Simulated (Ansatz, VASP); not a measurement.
Two plane-wave programs on TaAl5N6

Contents of INCAR:

```
PREC = Accurate ; ENCUT = 520
EDIFF = 1E-6 ; ISMEAR = 0
SIGMA = 0.1 ; LREAL = False
LASPH = True ; NELM = 150
ALGO = Normal ; ISIF = 2
LWAVE = False ; LCHARG = False
ISPIN = 2 ; MAGMOM = 1 0 0 0 0 0 0 0 0 0 0 0
LORBIT = 11 ; LMAXMIX = 4
GGA = PE ; NBANDS = 44
```

File KPOINTS:

```
regular mesh
0
Gamma
  6 6 2
```

Contents of POSCAR:

```
TaAl5N6
1.0
    3.3293049400      0.0000000000      0.0000000000
    0.0000000000      3.3293049400      0.0000000000
    0.0000000000      0.0000000000     14.1250445900
Ta Al N
1 5 6
Direct
    0.5000000000      0.5000000000      0.0000000000
    0.0000000000      0.0000000000      0.8333333300
    0.0000000000      0.0000000000      0.1666666700
    0.5000000000      0.5000000000      0.3333333300
    0.0000000000      0.0000000000      0.5000000000
    0.5000000000      0.5000000000      0.6666666700
    0.0000000000      0.0000000000      0.0000000000
    0.5000000000      0.5000000000      0.1666666700
    0.0000000000      0.0000000000      0.3333333300
    0.5000000000      0.5000000000      0.5000000000
    0.0000000000      0.0000000000      0.6666666700
    0.5000000000      0.5000000000      0.8333333300
```

Input for Ansatz:

```yaml
crystal:
  lattice:
    - [3.32930494, 0.0, 0.0]
    - [0.0, 3.32930494, 0.0]
    - [0.0, 0.0, 14.12504459]
  atoms:
    - { symbol: Ta, position: [0.5, 0.5, 0.0], spin: 1.0 }
    - { symbol: Al, position: [0.0, 0.0, 0.83333333] }
    - { symbol: Al, position: [0.0, 0.0, 0.16666667] }
    - { symbol: Al, position: [0.5, 0.5, 0.33333333] }
    - { symbol: Al, position: [0.0, 0.0, 0.5] }
    - { symbol: Al, position: [0.5, 0.5, 0.66666667] }
    - { symbol: "N", position: [0.0, 0.0, 0.0] }
    - { symbol: "N", position: [0.5, 0.5, 0.16666667] }
    - { symbol: "N", position: [0.0, 0.0, 0.33333333] }
    - { symbol: "N", position: [0.5, 0.5, 0.5] }
    - { symbol: "N", position: [0.0, 0.0, 0.66666667] }
    - { symbol: "N", position: [0.5, 0.5, 0.83333333] }
basis:
  ecutwfc: 420
kpoints:
  mp_grid: { grid: [6, 6, 2] }
hamiltonian:
  xc: pbe
scf:
  occupations: { method: gaussian, width: 0.1 }
  lower_state_search: "off"
output:
  forces: true
  stress: true
  eigenvalues: true
  populations: true
magnetization:
  spin_polarized: true
```

Alike in both runs: task single point; functional PBE; k mesh 6 × 6 × 2; occupations gaussian, width 0.1 eV; collinear spin.

|  | VASP | Ansatz |
| --- | --- | --- |
| version | VASP 6.6.1 | Ansatz 0.2.0 |
| potentials or method | VASP PAW PBE potentials, release 64 (Ta_pv, Al, N), cutoff 520 eV | scalar-relativistic, plane waves, PAW |
| valence electrons in the cell | 56 | 58 |

|  | VASP | Ansatz | Ansatz less VASP |
| --- | --- | --- | --- |
| gap on the k mesh at the Fermi level (eV) | none | none | - |
| rms of the force components (eV/Å) | 0.232 | 0.234 | +0.0012 |
| net moment per atom (μB) | 0.00 | 0.00 | 0.000 |

Atom by atom the forces differ by 0.003 eV/Å (rms over components). A gap of «none» marks a metal or a gap that the smearing closes. With one functional, cell and mesh, what is left measures potentials, basis and numerics. VASP's potentials hold 56 valence electrons a cell and Ansatz's 58, so a difference there can come from the potentials and not from the codes. Ansatz's warnings: seeded moment not kept.

Spin-orbit coupling is off throughout.
